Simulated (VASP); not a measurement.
# ZrC (Pm-3m) in VASP: further runs

Runs on ZrC. Level: PBE. Tasks: single point.

All numbers are computed with VASP 6.6.1; they aren't measurements. Logs are shortened: lines on timing, memory, paths and dates and some standing lists are left out, and cuts for length are marked.

### Step 1. The cell of the first run

It takes space group Pm-3m (No. 221, cubic). Conventional cell: a = 2.762 Å, b = 2.762 Å, c = 2.762 Å, α = 90.00°, β = 90.00°, γ = 90.00°. Within 3.2 Å of Zr (site symmetry m-3m) lie 8 C at 2.39 Å and 6 Zr at 2.76 Å. C (site symmetry m-3m) has 8 Zr at 2.39 Å and 6 C at 2.76 Å within 3.2 Å.

### Step 2. Single point, PBE

Contents of INCAR:

```
SYSTEM = ZrC
ALGO = Normal
EDIFF = 1E-6
ENCUT = 600
GGA = PE
GGA_COMPAT = .False.
ISIF = 2
ISMEAR = 0
LASPH = .True.
LCHARG = .False.
LREAL = .False.
LWAVE = .False.
NBANDS = 15
NELM = 120
PREC = Accurate
SIGMA = 0.05
```

Contents of KPOINTS:

```
k-points
0
Gamma
  8 8 8
  0 0 0
```

Contents of POSCAR:

```
ZrC
1.0
    2.7619513118      0.0000000000      0.0000000000
    0.0000000000      2.7619513118      0.0000000000
    0.0000000000      0.0000000000      2.7619513118
Zr C
1 1
Direct
    0.0000000000      0.0000000000      0.0000000000
    0.5000000000      0.5000000000      0.5000000000
```

Potentials or basis: VASP PAW PBE potentials, release 64 (Zr_sv, C).

Command:

```bash
$ cat potpaw_PBE.64/Zr_sv/POTCAR potpaw_PBE.64/C/POTCAR > POTCAR
$ mpirun -np 1 vasp_std > vasp.out
```

OUTCAR:

```text
SYSTEM = ZrC
   EDIFF = 1E-6
   ENCUT = 600
   GGA = PE
   ISIF = 2
   ISMEAR = 0
   LASPH = .True.
   LREAL = .False.
   NELM = 120
   PREC = Accurate

 ion  position               nearest neighbor table
   1  0.000  0.000  0.000-   2 2.39   2 2.39   2 2.39   2 2.39   2 2.39   2 2.39   2 2.39   2 2.39

   2  0.500  0.500  0.500-   1 2.39   1 2.39   1 2.39   1 2.39   1 2.39   1 2.39   1 2.39   1 2.39

  LATTYP: Found a simple cubic cell.
 ALAT       =     2.7619513118

  Lattice vectors:

 A1 = (   2.7619513118,   0.0000000000,   0.0000000000)
 A2 = (   0.0000000000,   2.7619513118,   0.0000000000)
 A3 = (   0.0000000000,   0.0000000000,   2.7619513118)

Analysis of symmetry for initial positions (statically):
=====================================================================
 Subroutine PRICEL returns:
 Original cell was already a primitive cell.

 Routine SETGRP: Setting up the symmetry group for a
 simple cubic supercell.

 Subroutine GETGRP returns: Found 48 space group operations
 (whereof 48 operations were pure point group operations)
 out of a pool of 48 trial point group operations.

The static configuration has the point symmetry O_h .

Analysis of symmetry for dynamics (positions and initial velocities):
=====================================================================
 Subroutine PRICEL returns:
 Original cell was already a primitive cell.

 Routine SETGRP: Setting up the symmetry group for a
 simple cubic supercell.

 Subroutine GETGRP returns: Found 48 space group operations
 (whereof 48 operations were pure point group operations)
 out of a pool of 48 trial point group operations.

The dynamic configuration has the point symmetry O_h .

 Subroutine INISYM returns: Found 48 space group operations
 (whereof 48 operations are pure point group operations),
 and found     1 'primitive' translations

----------------------------------------------------------------------------------------

                                     Primitive cell

  volume of cell :      21.0692

  direct lattice vectors                    reciprocal lattice vectors
     2.761951312  0.000000000  0.000000000     0.362062863  0.000000000  0.000000000
     0.000000000  2.761951312  0.000000000     0.000000000  0.362062863  0.000000000
     0.000000000  0.000000000  2.761951312     0.000000000  0.000000000  0.362062863

  length of vectors
     2.761951312  2.761951312  2.761951312     0.362062863  0.362062863  0.362062863

  position of ions in fractional coordinates (direct lattice)
     0.000000000  0.000000000  0.000000000
     0.500000000  0.500000000  0.500000000

  ion indices of the primitive-cell ions
   primitive index   ion index
                 1           1
                 2           2

----------------------------------------------------------------------------------------

 KPOINTS: k-points

Automatic generation of k-mesh.
 Grid dimensions read from file:
 generate k-points for:    8    8    8

 Generating k-lattice:

  Cartesian coordinates                     Fractional coordinates (reciprocal lattice)
     0.045257858  0.000000000  0.000000000     0.125000000  0.000000000  0.000000000
     0.000000000  0.045257858  0.000000000     0.000000000  0.125000000  0.000000000
     0.000000000  0.000000000  0.045257858     0.000000000  0.000000000  0.125000000

  Length of vectors
     0.045257858  0.045257858  0.045257858

  Shift w.r.t. Gamma in fractional coordinates (k-lattice)
     0.000000000  0.000000000  0.000000000

 Subroutine IBZKPT returns following result:
 ===========================================

 Found     35 irreducible k-points:

 Following reciprocal coordinates:
            Coordinates               Weight
  0.000000  0.000000  0.000000      1.000000
  0.125000  0.000000  0.000000      6.000000
  0.250000  0.000000  0.000000      6.000000
  0.375000  0.000000  0.000000      6.000000
  0.500000  0.000000  0.000000      3.000000
  0.125000  0.125000  0.000000     12.000000
[... 16 lines left out ...]
  0.375000  0.375000  0.125000     24.000000
  0.500000  0.375000  0.125000     24.000000
 [... further k-points ...]
   k-points           NKPTS =     35   k-points in BZ     NKDIM =     35   number of bands    NBANDS=     15
   number of dos      NEDOS =    301   number of ions     NIONS =      2
   total plane-waves  NPLWV =  13824
   dimension x,y,z NGX =    24 NGY =   24 NGZ =   24
   dimension x,y,z NGXF=    48 NGYF=   48 NGZF=   48
   ions per type =               1   1
   NGX,Y,Z   is equivalent  to a cutoff of  14.45, 14.45, 14.45 a.u.
   NGXF,Y,Z  is equivalent  to a cutoff of  28.89, 28.89, 28.89 a.u.
 SYSTEM =  ZrC
   PREC   = accura    normal or accurate (medium, high low for compatibility)
   ISTART =      0    job   : 0-new  1-cont  2-samecut
   ICHARG =      2    charge: 1-file 2-atom 10-const
   ISPIN  =      1    spin polarized calculation?
   LNONCOLLINEAR =      F non collinear calculations
   LSORBIT =      F    spin-orbit coupling
   LASPH  =      T    aspherical Exc in radial PAW
   ENCUT  =  600.0 eV  44.10 Ry    6.64 a.u.   5.52  5.52  5.52*2*pi/ulx,y,z
   NELM   =    120;   NELMIN=  2; NELMDL= -5     # of ELM steps
   EDIFF  = 0.1E-05   stopping-criterion for ELM
   LREAL  =      F    real-space projection
   EDIFFG = 0.1E-04   stopping-criterion for IOM
   NSW    =      0    number of steps for IOM
   IBRION =     -1    ionic relax: 0-MD 1-quasi-New 2-CG
   NFREE  =      0    steps in history (QN), initial steepest desc. (CG)
   ISIF   =      2    stress and relaxation
   ISYM   =      2    0-nonsym 1-usesym 2-fastsym
   POTIM  = 0.5000    time-step for ionic-motion
   TEBEG  =    0.0;   TEEND  =   0.0 temperature during run
   PSTRESS=    0.0 pullay stress
   NELECT =      16.0000    total number of electrons
   NUPDOWN=      -1.0000    fix difference up-down
   EMIN   =  10.00;   EMAX   =-10.00  energy-range for DOS
   EFERMI =   0.00;   METHOD = LEGACY
   ISMEAR =     0;   SIGMA  =   0.05  broadening in eV -4-tet -1-fermi 0-gaus
   EFERMI_NEDOS =   21; number of points for ismear=-14 and -15
   IALGO  =     38    algorithm
   IMIX   =      4    mixing-type and parameters
     AMIX     =   0.40;   BMIX     =  1.00
     AMIX_MAG =   1.60;   BMIX_MAG =  1.00
  volume/ion in A,a.u.               =      10.53        71.09
  Fermi-wavevector in a.u.,A,eV,Ry     =   1.493593  2.822481 30.352131  2.230819
  Thomas-Fermi vector in A             =   2.605973
   LORBIT       =      0    0 simple, 1 ext, 2 COOP (PROOUT), +10 PAW based schemes
   GGA     = PE    functional components
   LHFCALC =     F    Hartree Fock is set to
   AEXX    =    0.0000 exact exchange contribution
   IVDW    =     0    specifies the selected vdW correction
   LEPSILON=     F    determine dielectric tensor
   LRPA    =     F    only Hartree local field effects (RPA)
 non-spin polarized calculation
 Gauss-broadening in eV      SIGMA  =   0.05
  energy-cutoff  :      600.00
  volume of cell :       21.07
 maximum number of plane-waves:       739
 NGX is ok and might be reduce to    24
   NGX = 11   NGY = 11   NGZ = 11

 number of electron      16.0000001 magnetization

 Free energy of the ion-electron system (eV)
  ---------------------------------------------------
  ext. energy  EPLUGINS =         0.00000000
  ---------------------------------------------------
  free energy    TOTEN  =       -16.53138957 eV

  energy without entropy =      -16.53028562  energy(sigma->0) =      -16.53083759

 E-fermi :  12.5993     XC(G=0): -13.3052

 val. band max:       12.5667737794   @ k =   0.2500   0.2500   0.0000
 cond. band min:      12.6480983942   @ k =   0.5000   0.2500   0.2500
 fundamental gap:      0.0813246148
 Fermi energy:        12.5992551620

 k-point     1 :       0.0000    0.0000    0.0000
  band No.  band energies     occupation
      1     -35.7284      2.00000
      2     -12.8812      2.00000
      3     -12.8812      2.00000
      4     -12.8812      2.00000
      5       0.1386      2.00000
      6      10.1395      2.00000
      7      10.1395      2.00000
      8      14.0991      0.00000
      9      14.0991      0.00000
     10      14.0991      0.00000
     11      18.9287      0.00000
     12      18.9287      0.00000
     13      18.9287      0.00000
     14      23.5779      0.00000
     15      31.1956      0.00000

 k-point     2 :       0.1250    0.0000    0.0000
  band No.  band energies     occupation
      1     -35.6898      2.00000
      2     -13.2300      2.00000
      3     -12.8488      2.00000
      4     -12.8488      2.00000
      5       0.5318      2.00000
      6      10.1590      2.00000
      7      10.3014      2.00000
      8      13.5509      0.00000
      9      13.5509      0.00000
     10      14.0497      0.00000
     11      19.0133      0.00000
     12      19.3789      0.00000
     13      19.3789      0.00000
     14      24.1322      0.00000
     15      28.5012      0.00000

 k-point     3 :       0.2500    0.0000    0.0000
  band No.  band energies     occupation
      1     -35.5948      2.00000
      2     -14.0043      2.00000
      3     -12.7698      2.00000
      4     -12.7698      2.00000
      5       1.5319      2.00000
      6       9.2030      2.00000
      7      10.7303      2.00000
      8      12.4790      1.99933
      9      12.4790      1.99933
     10      15.3912      0.00000
     11      19.2263      0.00000
     12      20.3323      0.00000
     13      20.3323      0.00000
     14      25.0962      0.00000
     15      25.4487      0.00000
[... 343 lines left out ...]
 k-point    23 :       0.3750    0.3750    0.1250
  band No.  band energies     occupation
      1     -35.2425      2.00000
      2     -14.3339      2.00000
      3     -14.2728      2.00000
      4     -12.8080      2.00000
      5       2.4931      2.00000
      6       8.7373      2.00000
      7       9.7407      2.00000
      8      12.5190      1.97683
      9      13.8098      0.00000
     10      16.6720      0.00000
     11      17.1670      0.00000
     12      20.0372      0.00000
     13      20.5075      0.00000
     14      25.5693      0.00000
     15      31.0294      0.00000

 k-point    24 :       0.5000    0.3750    0.1250
  band No.  band energies     occupation
      1     -35.2038      2.00000
      2     -14.5548      2.00000
      3     -14.2410      2.00000
      4     -12.7746      2.00000
      5       2.3552      2.00000
      6       9.1161      2.00000
      7       9.3778      2.00000
      8      13.1825      0.00000
      9      13.2472      0.00000
     10      16.6938      0.00000
     11      16.8139      0.00000
     12      20.2925      0.00000
     13      20.8838      0.00000
     14      26.9325      0.00000
     15      28.3359      0.00000

 [... further k-points ...]

------------------------ aborting loop because EDIFF is reached ----------------------------------------

  FORCE on cell =-STRESS in cart. coord.  units (eV):
  Direction    XX          YY          ZZ          XY          YZ          ZX
  --------------------------------------------------------------------------------------
  -------------------------------------------------------------------------------------
  Total        5.9140051      5.9140051      5.9140051      0.0000000      0.0000000      0.0000000
  in kB      449.7220906    449.7220906    449.7220906      0.0000000      0.0000000      0.0000000
  external PRESSURE =     449.7220906 kB  Pullay stress =       0.0000000 kB

 VOLUME and BASIS-vectors are now :
 -----------------------------------------------------------------------------
  energy-cutoff  :      600.00
  volume of cell :       21.07
      direct lattice vectors                 reciprocal lattice vectors
     2.761951312  0.000000000  0.000000000     0.362062863  0.000000000  0.000000000
     0.000000000  2.761951312  0.000000000     0.000000000  0.362062863  0.000000000
     0.000000000  0.000000000  2.761951312     0.000000000  0.000000000  0.362062863

 POSITION                                       TOTAL-FORCE (eV/Angst)
 -----------------------------------------------------------------------------------
      0.00000      0.00000      0.00000         0.000000      0.000000      0.000000
      1.38098      1.38098      1.38098         0.000000      0.000000      0.000000
 -----------------------------------------------------------------------------------
    total drift:                                0.000000      0.000000     -0.000000

  FREE ENERGIE OF THE ION-ELECTRON SYSTEM (eV)
  ---------------------------------------------------
  free  energy   TOTEN  =       -16.5313895661 eV

  energy  without entropy=      -16.5302856217  energy(sigma->0) =      -16.53083759
```

Wall time 8.7 s (1 thread of Intel Xeon Platinum 8375C at 2.90GHz (Ice Lake), shared host); peak memory 0.14 GiB.

Results:

```
Free energy            : -16.5314 eV
Pressure               : 45.0 GPa
Band gap on the k mesh : zero (band 8 reaches 14.10 eV, above the bottom of band 9 at 11.47 eV)
```

Levels at points of the mesh, in eV from the Fermi level:
| k point | band 5 | band 6 | band 7 | band 8 | band 9 | band 10 | band 11 | band 12 |
| --- | --- | --- | --- | --- | --- | --- | --- | --- |
| (0.00, 0.00, 0.00) | -12.46 | -2.46 | -2.46 | 1.50 | 1.50 | 1.50 | 6.33 | 6.33 |
| (0.50, 0.00, 0.00) | -8.93 | -6.16 | -1.33 | -1.33 | -1.13 | 6.95 | 7.35 | 9.17 |
| (0.50, 0.50, 0.00) | -10.72 | -2.12 | -2.12 | -0.55 | 2.11 | 3.04 | 3.04 | 5.60 |
| (0.50, 0.50, 0.50) | -7.23 | -6.36 | -6.36 | -6.36 | 9.49 | 9.49 | 10.49 | 10.49 |

### Step 3. Single point, PBE

This run uses another cell than the first one, of 11.80 Å³/atom, 1.120 times its volume.

Contents of INCAR:

```
SYSTEM = ZrC
ALGO = Normal ; EDIFF = 1E-6
ENCUT = 600 ; GGA = PE
GGA_COMPAT = .FALSE. ; ISIF = 2
ISMEAR = 0 ; LASPH = .TRUE.
LCHARG = .FALSE. ; LREAL = .FALSE.
LWAVE = .FALSE. ; NBANDS = 15
NELM = 120 ; PREC = Accurate
SIGMA = 0.05
```

Contents of KPOINTS:

```
k-points
0
G
  8 8 8
  0 0 0
```

Contents of POSCAR:

```
ZrC
1.0
    2.8682831792      0.0000000000      0.0000000000
    0.0000000000      2.8682831792      0.0000000000
    0.0000000000      0.0000000000      2.8682831792
Zr C
1 1
Direct
    0.0000000000      0.0000000000      0.0000000000
    0.5000000000      0.5000000000      0.5000000000
```

Potentials or basis: VASP PAW PBE potentials, release 64 (Zr_sv, C).

Command:

```bash
$ cat potpaw_PBE.64/Zr_sv/POTCAR potpaw_PBE.64/C/POTCAR > POTCAR
$ mpirun -np 1 vasp_std > vasp.out
```

Wall time 8.1 s (1 thread of Intel Xeon Platinum 8375C at 2.90GHz (Ice Lake), shared host); peak memory 0.14 GiB.

The run converged. Its results:

```
Free energy            : -16.9573 eV
Pressure               : 11.6 GPa
Band gap on the k mesh : zero (band 8 reaches 12.40 eV, above the bottom of band 9 at 10.15 eV)
```

Levels at points of the mesh, in eV from the Fermi level:
```
           k point  band 5  band 6  band 7  band 8  band 9  band 10  band 11  band 12
(0.00, 0.00, 0.00)  -12.00   -2.08   -2.08    1.31    1.31     1.31     5.59     5.59
(0.50, 0.00, 0.00)   -9.02   -5.79   -1.11   -1.11   -0.94     6.10     6.48     8.12
(0.50, 0.50, 0.00)  -10.11   -2.15   -2.15   -0.58    2.01     2.79     2.79     4.65
(0.50, 0.50, 0.50)   -7.23   -5.60   -5.60   -5.60    8.25     8.25     9.24     9.24
```

### Step 4. Single point, PBE

This run uses another cell than the first one, of 12.50 Å³/atom, 1.186 times its volume.

Contents of INCAR:

```
PREC     = Accurate       # precision mode
ENCUT    = 600            # plane-wave cutoff, eV
EDIFF    = 1E-6           # SCF threshold, eV
ISMEAR   = 0              # smearing method
SIGMA    = 0.05           # smearing width, eV
LREAL    = False          # projectors in reciprocal space
LASPH    = True           # aspherical terms in the spheres
NELM     = 120            # most SCF steps
ALGO     = Normal         # electronic algorithm
ISIF     = 2              # what is computed and relaxed
LWAVE    = False          # write WAVECAR
LCHARG   = False          # write CHGCAR
GGA      = PE             # functional
NBANDS   = 15             # bands
GGA_COMPAT= False
```

Contents of KPOINTS:

```
regular mesh
0
Gamma
  8 8 8
```

Contents of POSCAR:

```
ZrC
1.0
    2.9237366358      0.0000000000      0.0000000000
    0.0000000000      2.9237366358      0.0000000000
    0.0000000000      0.0000000000      2.9237366358
Zr C
1 1
Direct
    0.0000000000      0.0000000000      0.0000000000
    0.5000000000      0.5000000000      0.5000000000
```

Command:

```bash
$ cat potpaw_PBE.64/Zr_sv/POTCAR potpaw_PBE.64/C/POTCAR > POTCAR
$ mpirun -np 1 vasp_std > vasp.out
```

Run time: 8.8 s. Hardware: 1 thread of Intel Xeon Platinum 8375C at 2.90GHz (Ice Lake), shared host; peak memory 0.14 GiB.

Results (log left out):

```
Free energy            : -17.0031 eV
Pressure               : -0.7 GPa
Band gap on the k mesh : zero (band 8 reaches 11.58 eV, above the bottom of band 9 at 9.52 eV)
```

Levels at points of the mesh, in eV from the Fermi level:
```csv
k point,band 6,band 7,band 8,band 9,band 10,band 11
"(0.00, 0.00, 0.00)",-1.90,-1.90,1.22,1.22,1.22,5.24
"(0.50, 0.00, 0.00)",-5.60,-1.01,-1.01,-0.85,5.70,6.07
"(0.50, 0.50, 0.00)",-2.16,-2.16,-0.58,1.94,2.67,2.67
"(0.50, 0.50, 0.50)",-5.25,-5.25,-5.25,7.68,7.68,8.64
```

### Step 5. Single point, PBE

This run uses another cell than the first one, of 12.44 Å³/atom, 1.181 times its volume.

Contents of INCAR:

```
PREC     = Accurate       # precision mode
ENCUT    = 600            # plane-wave cutoff, eV
EDIFF    = 1E-6           # SCF threshold, eV
ISMEAR   = 0              # smearing method
SIGMA    = 0.05           # smearing width, eV
LREAL    = F              # projectors in reciprocal space
LASPH    = T              # aspherical terms in the spheres
NELM     = 120            # most SCF steps
ALGO     = Normal         # electronic algorithm
ISIF     = 2              # what is computed and relaxed
LWAVE    = F              # write WAVECAR
LCHARG   = F              # write CHGCAR
GGA      = PE             # functional
NBANDS   = 15             # bands
GGA_COMPAT= F
```

Contents of KPOINTS:

```
Automatic mesh
0
Gamma
  8 8 8
```

Contents of POSCAR:

```
ZrC
1.0
    2.9193288454      0.0000000000      0.0000000000
    0.0000000000      2.9193288454      0.0000000000
    0.0000000000      0.0000000000      2.9193288454
Zr C
1 1
Direct
    0.0000000000      0.0000000000      0.0000000000
    0.5000000000      0.5000000000      0.5000000000
```

Command:

```bash
$ cat potpaw_PBE.64/Zr_sv/POTCAR potpaw_PBE.64/C/POTCAR > POTCAR
$ mpirun -np 1 vasp_std > vasp.out
```

Wall time 9.4 s (1 thread of Intel Xeon Platinum 8375C at 2.90GHz (Ice Lake), shared host); peak memory 0.14 GiB.

The run converged. Its results:

```yaml
Free_energy: -17.0032 eV
Pressure: 0.2 GPa
Band_gap_on_the_k_mesh: zero (band 8 reaches 11.65 eV, above the bottom of band 9 at 9.57 eV)
```

Levels at points of the mesh, in eV from the Fermi level:
```csv
k point,band 6,band 7,band 8,band 9,band 10,band 11
"(0.00, 0.00, 0.00)",-1.91,-1.91,1.23,1.23,1.23,5.27
"(0.50, 0.00, 0.00)",-5.61,-1.02,-1.02,-0.85,5.73,6.10
"(0.50, 0.50, 0.00)",-2.16,-2.16,-0.58,1.95,2.68,2.68
"(0.50, 0.50, 0.50)",-5.28,-5.28,-5.28,7.72,7.72,8.69
```

### Step 6. The runs side by side

```csv
cell,gap on the mesh (eV),pressure (GPa)
"a = 2.762 Å, 2 atoms",none,45.0
"a = 2.868 Å, 2 atoms",none,11.6
"a = 2.924 Å, 2 atoms",none,-0.7
"a = 2.919 Å, 2 atoms",none,0.2
```

Alike in all rows: task single point; level PBE; potentials or basis VASP PAW PBE potentials, release 64 (Zr_sv, C); no spin polarisation; k mesh 8 × 8 × 8; cutoff (eV) 600; smearing gaussian 0.05 eV.

Total energies depend on the potentials used, so only differences within one code and one set of settings carry meaning.
